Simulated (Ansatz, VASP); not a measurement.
# One calculation of SnO2, two programs

```
Sn O
1.0
     1.74646    1.00832    4.80059
    -1.74646    1.00832    4.80059
     0.00000   -2.01664    4.80059
Sn O
1 2
Direct
  0.50000 0.50000 0.50000
  0.23717 0.23717 0.23717
  0.76283 0.76283 0.76283
```

Change from the starting cell: strain +0.080 along x and y, +0.000 along z, atoms carried along.

Alike in both runs: task single point; functional r2SCAN; k mesh 12 × 12 × 12; occupations gaussian, width 0.05 eV; no spin polarisation.

```csv
,VASP,Ansatz
version,VASP 6.6.1,Ansatz 0.2.0
potentials or method,"VASP PAW PBE potentials, release 64 (Sn_d, O), cutoff 520 eV","scalar-relativistic, plane waves, PAW"
valence electrons in the cell,26,26
```

```csv
,VASP,Ansatz,Ansatz less VASP
gap on the k mesh at the Fermi level (eV),0.93,0.94,+0.013
least direct gap on the mesh (eV),0.96,0.97,+0.012
pressure (GPa),-23.1,-23.6,-0.47
"traceless stress, the component that is largest in VASP (GPa)",11.27,11.62,+0.345
rms of the force components (eV/Å),0.680,0.703,+0.0232
```

VASP's potentials were made for PBE, not for r2SCAN. Atom by atom the forces differ by 0.023 eV/Å (rms over components).
